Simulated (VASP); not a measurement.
Write the native input for VASP 6.6.1 that does the following.

```
Task                   : single point
Functional             : PBE
Potentials or basis    : VASP PAW PBE potentials, release 64 (Al, B, P)
Cutoff                 : 520 eV
k mesh                 : 6 × 6 × 2
Occupations            : gaussian, width 0.1 eV
Spin                   : no spin polarisation
Dipole correction      : no
Further INCAR settings : ALGO = Normal; EDIFF = 1e-06; NBANDS = 21
```

The structure of AlB2P3 lies in POSCAR:

```
AlB2P3
1.0
    2.8296705737      0.0000000000      0.0000000000
    0.0000000000      2.8296705737      0.0000000000
    0.0000000000      0.0000000000     11.1462165881
Al B P
1 2 3
Direct
    0.5000000000      0.5000000000      0.1602381102
    0.0000000000      0.0000000000      1.0344479179
    0.5000000000      0.5000000000      0.3530536011
    0.0000000000      0.0000000000      0.6015809337
    0.0000000000      0.0000000000      0.4036505699
    0.5000000000      0.5000000000      0.9470288772
```

The input as run:

INCAR

```
SYSTEM = AlB2P3
ALGO = Normal
EDIFF = 1E-6
ENCUT = 520
GGA = PE
ISIF = 2
ISMEAR = 0
LASPH = .True.
LCHARG = .False.
LREAL = .False.
LWAVE = .False.
NBANDS = 21
NELM = 80
PREC = Accurate
SIGMA = 0.1
```

KPOINTS

```
k-points
0
Gamma
  6 6 2
  0 0 0
```

Potentials or basis: VASP PAW PBE potentials, release 64 (Al, B, P).

Command:

```bash
$ cat potpaw_PBE.64/Al/POTCAR potpaw_PBE.64/B/POTCAR potpaw_PBE.64/P/POTCAR > POTCAR
$ mpirun -np 1 vasp_std > vasp.out
```

Results of the run:

```
Pressure               : -0.2 GPa
Largest force          : 0.049 eV/Å
Band gap on the k mesh : zero (band 12 reaches 9.61 eV, above the bottom of band 13 at 4.47 eV)
```

Caveat: the k points lie up to 0.37 Å⁻¹ apart; this functional lacks dispersion, which binds the layers, so the pressure and a relaxed spacing across them are unreliable.

Run time: 19 s on 1 thread of Intel(R) Xeon(R) 6975P-C (Granite Rapids) (shared host), peak memory 0.21 GiB.
